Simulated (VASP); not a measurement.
# MnO2 (C2) in VASP: single point with r2SCAN

Aim: the single point of MnO2 with r2SCAN.

Program: VASP 6.6.1. These are calculated values, not measurements. Logs are shortened: lines on timing, memory, paths and dates and some standing lists are left out, and cuts for length are marked.

## 1. The cell of the first run

The structure is monoclinic, space group C2 (No. 5). The conventional cell has a = 4.948 Å, b = 2.857 Å, c = 4.601 Å, α = 90.00°, β = 90.00°, γ = 90.00°. Within 2.3 Å of Mn (site symmetry 2) lie 6 O at 1.76 to 2.06 Å. O (site symmetry 1) has 3 Mn at 1.76 to 2.06 Å within 2.3 Å.

## 2. Single point, r2SCAN, collinear spin, ferromagnetic start

POSCAR

```
MnO2
1.0
    2.8565781800      0.0000000000      0.0000000000
   -1.4282890900      2.4738692700      0.0000000000
    0.0000000000      0.0000000000      4.6013740600
Mn O
1 2
Direct
    0.0700138373      0.0000000000      0.5000000000
    0.6666666667      0.3333333333      0.2937074300
    0.3333333333      0.6666666667      0.7062925700
```

INCAR.step1

```
SYSTEM = MnO2
PREC = Accurate
ENCUT = 520
ISMEAR = 1
SIGMA = 0.05
LREAL = .False.
LASPH = .True.
NELM = 150
ISPIN = 2
MAGMOM = 5.2 0 0
LMAXMIX = 4
NBANDS = 24
GGA = PE
ALGO = Normal
EDIFF = 1E-4
LWAVE = .True.
LCHARG = .False.
```

INCAR.step2

```
SYSTEM = MnO2
PREC = Accurate
ENCUT = 520
EDIFF = 1E-7
ISMEAR = 1
SIGMA = 0.05
LREAL = .False.
LASPH = .True.
NELM = 150
ALGO = Normal
ISIF = 2
LWAVE = .False.
LCHARG = .False.
ISPIN = 2
MAGMOM = 5.2 0 0
LORBIT = 11
LMAXMIX = 4
METAGGA = R2SCAN
LMIXTAU = .True.
NBANDS = 24
ISTART = 1
```

KPOINTS

```
Automatic mesh
0
Gamma
  9 9 5
  0 0 0
```

Potentials or basis: VASP PAW PBE potentials, release 64 (Mn_pv, O).

The run is started by

```sh
> cat potpaw_PBE.64/Mn_pv/POTCAR potpaw_PBE.64/O/POTCAR > POTCAR
> cp INCAR.step1 INCAR
> mpirun -np 1 vasp_std > vasp.out
> cp INCAR.step2 INCAR
> mpirun -np 1 vasp_std > vasp.out
```

OUTCAR:

```text
SYSTEM = MnO2
   PREC = Accurate
   ENCUT = 520
   EDIFF = 1E-7
   ISMEAR = 1
   LREAL = .False.
   LASPH = .True.
   NELM = 150
   ISIF = 2
   ISPIN = 2
   LORBIT = 11
   METAGGA = R2SCAN
   ISTART = 1

 ion  position               nearest neighbor table
   1  0.070  0.000  0.500-   3 1.76   2 1.76   2 1.91   3 1.91   2 2.06   3 2.06
   2  0.667  0.333  0.294-   1 1.76   1 1.91   1 2.06
   3  0.333  0.667  0.706-   1 1.76   1 1.91   1 2.06

  LATTYP: Found a hexagonal cell.
 ALAT       =     2.8565781800
 C/A-ratio  =     1.6107992745

  Lattice vectors:

 A1 = (   2.8565781800,   0.0000000000,   0.0000000000)
 A2 = (  -1.4282890900,   2.4738692700,   0.0000000000)
 A3 = (   0.0000000000,   0.0000000000,   4.6013740600)

Analysis of symmetry for initial positions (statically):
=====================================================================
 Subroutine PRICEL returns:
 Original cell was already a primitive cell.

 Routine SETGRP: Setting up the symmetry group for a
 hexagonal supercell.

 Subroutine GETGRP returns: Found  2 space group operations
 (whereof  2 operations were pure point group operations)
 out of a pool of 24 trial point group operations.

The static configuration has the point symmetry C_2 .

Analysis of symmetry for dynamics (positions and initial velocities):
=====================================================================
 Subroutine PRICEL returns:
 Original cell was already a primitive cell.

 Routine SETGRP: Setting up the symmetry group for a
 hexagonal supercell.

 Subroutine GETGRP returns: Found  2 space group operations
 (whereof  2 operations were pure point group operations)
 out of a pool of 24 trial point group operations.

The dynamic configuration has the point symmetry C_2 .

Analysis of structural, dynamic, and magnetic symmetry:
=====================================================================
 Subroutine PRICEL returns:
 Original cell was already a primitive cell.

 Routine SETGRP: Setting up the symmetry group for a
 hexagonal supercell.

 Subroutine GETGRP returns: Found  2 space group operations
 (whereof  2 operations were pure point group operations)
 out of a pool of 24 trial point group operations.

The overall configuration has the point symmetry C_2 .

 Subroutine INISYM returns: Found  2 space group operations
 (whereof  2 operations are pure point group operations),
 and found     1 'primitive' translations

----------------------------------------------------------------------------------------

                                     Primitive cell

  volume of cell :      32.5170

  direct lattice vectors                    reciprocal lattice vectors
     2.856578180  0.000000000  0.000000000     0.350069187  0.202112539  0.000000000
    -1.428289090  2.473869270  0.000000000     0.000000000  0.404225079  0.000000000
     0.000000000  0.000000000  4.601374060     0.000000000  0.000000000  0.217326387

  length of vectors
     2.856578180  2.856578178  4.601374060     0.404225078  0.404225079  0.217326387

  position of ions in fractional coordinates (direct lattice)
     0.070013837  0.000000000  0.500000000
     0.666666667  0.333333333  0.293707430
     0.333333333  0.666666667  0.706292570

  ion indices of the primitive-cell ions
   primitive index   ion index
                 1           1
                 2           2
                 3           3

----------------------------------------------------------------------------------------

 KPOINTS: Automatic mesh

Automatic generation of k-mesh.
 Grid dimensions read from file:
 generate k-points for:    9    9    5

 Generating k-lattice:

  Cartesian coordinates                     Fractional coordinates (reciprocal lattice)
     0.038896576  0.022456949  0.000000000     0.111111111  0.000000000  0.000000000
     0.000000000  0.044913898  0.000000000     0.000000000  0.111111111  0.000000000
     0.000000000  0.000000000  0.043465277     0.000000000  0.000000000  0.200000000

  Length of vectors
     0.044913898  0.044913898  0.043465277

  Shift w.r.t. Gamma in fractional coordinates (k-lattice)
     0.000000000  0.000000000  0.000000000

 Subroutine IBZKPT returns following result:
 ===========================================

 Found    115 irreducible k-points:

 Following reciprocal coordinates:
            Coordinates               Weight
  0.000000  0.000000  0.000000      1.000000
  0.111111  0.000000  0.000000      4.000000
  0.000000  0.111111  0.000000      2.000000
  0.222222  0.000000  0.000000      4.000000
  0.000000  0.222222  0.000000      2.000000
  0.333333  0.000000  0.000000      4.000000
[... 16 lines left out ...]
 -0.222222 -0.444444  0.000000      4.000000
  0.444444  0.333333  0.000000      4.000000
 [... further k-points ...]
   k-points           NKPTS =    115   k-points in BZ     NKDIM =    115   number of bands    NBANDS=     24
   number of dos      NEDOS =    301   number of ions     NIONS =      3
   total plane-waves  NPLWV =  20736
   dimension x,y,z NGX =    24 NGY =   24 NGZ =   36
   dimension x,y,z NGXF=    48 NGYF=   48 NGZF=   72
   ions per type =               1   2
   NGX,Y,Z   is equivalent  to a cutoff of  13.97, 13.97, 13.01 a.u.
   NGXF,Y,Z  is equivalent  to a cutoff of  27.93, 27.93, 26.01 a.u.
 SYSTEM =  MnO2
   PREC   = accura    normal or accurate (medium, high low for compatibility)
   ISTART =      1    job   : 0-new  1-cont  2-samecut
   ICHARG =      0    charge: 1-file 2-atom 10-const
   ISPIN  =      2    spin polarized calculation?
   LNONCOLLINEAR =      F non collinear calculations
   LSORBIT =      F    spin-orbit coupling
   LASPH  =      T    aspherical Exc in radial PAW
   ENCUT  =  520.0 eV  38.22 Ry    6.18 a.u.   5.31  5.31  8.56*2*pi/ulx,y,z
   NELM   =    150;   NELMIN=  2; NELMDL=  0     # of ELM steps
   EDIFF  = 0.1E-06   stopping-criterion for ELM
   LREAL  =      F    real-space projection
   EDIFFG = 0.1E-05   stopping-criterion for IOM
   NSW    =      0    number of steps for IOM
   IBRION =     -1    ionic relax: 0-MD 1-quasi-New 2-CG
   NFREE  =      0    steps in history (QN), initial steepest desc. (CG)
   ISIF   =      2    stress and relaxation
   ISYM   =      2    0-nonsym 1-usesym 2-fastsym
   POTIM  = 0.5000    time-step for ionic-motion
   TEBEG  =    0.0;   TEEND  =   0.0 temperature during run
   PSTRESS=    0.0 pullay stress
   NELECT =      25.0000    total number of electrons
   NUPDOWN=      -1.0000    fix difference up-down
   EMIN   =  10.00;   EMAX   =-10.00  energy-range for DOS
   EFERMI =   0.00;   METHOD = LEGACY
   ISMEAR =     1;   SIGMA  =   0.05  broadening in eV -4-tet -1-fermi 0-gaus
   EFERMI_NEDOS =   21; number of points for ismear=-14 and -15
   IALGO  =     38    algorithm
   IMIX   =      4    mixing-type and parameters
     AMIX     =   0.40;   BMIX     =  1.00
     AMIX_MAG =   1.60;   BMIX_MAG =  1.00
  volume/ion in A,a.u.               =      10.84        73.15
  Fermi-wavevector in a.u.,A,eV,Ry     =   1.499747  2.834111 30.602787  2.249241
  Thomas-Fermi vector in A             =   2.611337
   LORBIT       =     11    0 simple, 1 ext, 2 COOP (PROOUT), +10 PAW based schemes
   METAGGA = R2SCAN    functional components
   LHFCALC =     F    Hartree Fock is set to
   AEXX    =    0.0000 exact exchange contribution
   IVDW    =     0    specifies the selected vdW correction
   LEPSILON=     F    determine dielectric tensor
   LRPA    =     F    only Hartree local field effects (RPA)
 spin polarized calculation
 Methfessel and Paxton  Order N= 1 SIGMA  =   0.05
  energy-cutoff  :      520.00
  volume of cell :       32.52
 maximum number of plane-waves:       887
 NGX is ok and might be reduce to    24
   NGX = 11   NGY = 11   NGZ = 17

 number of electron      25.0000003 magnetization       3.0000000

 Free energy of the ion-electron system (eV)
  ---------------------------------------------------
  ext. energy  EPLUGINS =         0.00000000
  ---------------------------------------------------
  free energy    TOTEN  =       -32.20729390 eV

  energy without entropy =      -32.20734122  energy(sigma->0) =      -32.20730967

 E-fermi :   2.7606     XC(G=0): -11.5419

 val. band max:        2.7264596104   @ k =  -0.1111  -0.0000   0.4000
 cond. band min:       4.4488320038   @ k =   0.0000  -0.2222   0.4000
 fundamental gap:      1.7223723934
 Fermi energy:         2.7605569754

 spin component 1

 k-point     1 :       0.0000    0.0000    0.0000
  band No.  band energies     occupation
      1     -49.6098      1.00000
      2     -49.5865      1.00000
      3     -49.5749      1.00000
      4     -17.7537      1.00000
      5     -15.5811      1.00000
      6      -3.8219      1.00000
[... 16 lines left out ...]
     23      26.3265      0.00000
     24      27.6659      0.00000
[... 598 lines left out ...]
      2     -49.6608      1.00000
      3     -49.5801      1.00000
      4     -16.1226      1.00000
      5     -16.0196      1.00000
      6      -3.6270      1.00000
[... 16 lines left out ...]
     23      22.5306      0.00000
     24      26.4342      0.00000

 [... further k-points ...]

 spin component 2

 k-point     1 :       0.0000    0.0000    0.0000
  band No.  band energies     occupation
      1     -45.6103      1.00000
      2     -45.5516      1.00000
      3     -45.4066      1.00000
      4     -17.6401      1.00000
      5     -15.4579      1.00000
      6      -2.6811      1.00000
[... 16 lines left out ...]
     23      28.6374      0.00000
     24      28.7773      0.00000
[... 598 lines left out ...]
      2     -45.6857      1.00000
      3     -45.3730      1.00000
      4     -15.9933      1.00000
      5     -15.8878      1.00000
      6      -2.7728      1.00000
[... 16 lines left out ...]
     23      23.1992      0.00000
     24      27.6808      0.00000

 [... further k-points ...]

------------------------ aborting loop because EDIFF is reached ----------------------------------------

  FORCE on cell =-STRESS in cart. coord.  units (eV):
  Direction    XX          YY          ZZ          XY          YZ          ZX
  --------------------------------------------------------------------------------------
  -------------------------------------------------------------------------------------
  Total        1.9107587      0.8440187      1.1745447      0.0000000     -0.9605885      0.0000000
  in kB       94.1469031     41.5864865     57.8721677      0.0000000    -47.3301156      0.0000000
  external PRESSURE =      64.5351858 kB  Pullay stress =       0.0000000 kB

 VOLUME and BASIS-vectors are now :
 -----------------------------------------------------------------------------
  energy-cutoff  :      520.00
  volume of cell :       32.52
      direct lattice vectors                 reciprocal lattice vectors
     2.856578180  0.000000000  0.000000000     0.350069187  0.202112539  0.000000000
    -1.428289090  2.473869270  0.000000000     0.000000000  0.404225079  0.000000000
     0.000000000  0.000000000  4.601374060     0.000000000  0.000000000  0.217326387

 POSITION                                       TOTAL-FORCE (eV/Angst)
 -----------------------------------------------------------------------------------
      0.20000      0.00000      2.30069        -3.392086      0.000000      0.000000
      1.42829      0.82462      1.35146         1.696043      0.504214     -0.608378
     -0.00000      1.64925      3.24992         1.696043     -0.504214      0.608378
 -----------------------------------------------------------------------------------
    total drift:                                0.033913      0.000018     -0.000010

  FREE ENERGIE OF THE ION-ELECTRON SYSTEM (eV)
  ---------------------------------------------------
  free  energy   TOTEN  =       -32.2072938978 eV

  energy  without entropy=      -32.2073412250  energy(sigma->0) =      -32.20730967

 total charge

# of ion       s       p       d       tot
------------------------------------------
    1        0.401   6.476   4.939  11.816
    2        1.589   3.456   0.000   5.045
    3        1.589   3.456   0.000   5.045
--------------------------------------------------
tot          3.578  13.388   4.939  21.905

 magnetization (x)

# of ion       s       p       d       tot
------------------------------------------
    1        0.027   0.035   2.798   2.859
    2        0.005   0.029   0.000   0.034
    3        0.005   0.029   0.000   0.034
--------------------------------------------------
tot          0.037   0.093   2.798   2.927
```

Wall time 4.1 min (1 thread of Intel Xeon 6975P-C (Granite Rapids), shared host); peak memory 0.27 GiB.

Results:

| Property | Result |
| --- | --- |
| Free energy | -32.2073 eV |
| Pressure | 6.5 GPa |
| Largest force | 3.392 eV/Å |
| Band gap on the k mesh | 1.72 eV (least direct gap 1.75 eV) |
| Net moment | 3.00 μB per cell |
| Site moments | Mn +2.86; O +0.03 μB |
| Valence electrons inside the program's atomic spheres | Mn 11.82; O 5.04 |

Forces on the atoms (eV/Å):
```
Mn  -3.392  0.000  0.000
O    1.696  0.504 -0.608
O    1.696 -0.504  0.608
```

Stress tensor (GPa, compression positive):
```
 9.41  0.00  0.00
 0.00  4.16 -4.73
 0.00 -4.73  5.79
```

Caveat: the stress differs along the axes, from 4 to 9 GPa; the PAW data sets were made with another functional, which shifts forces and pressure a little; a cell with one magnetic atom can't hold antiferromagnetic order, which such compounds often take. A k mesh can miss the band edges.
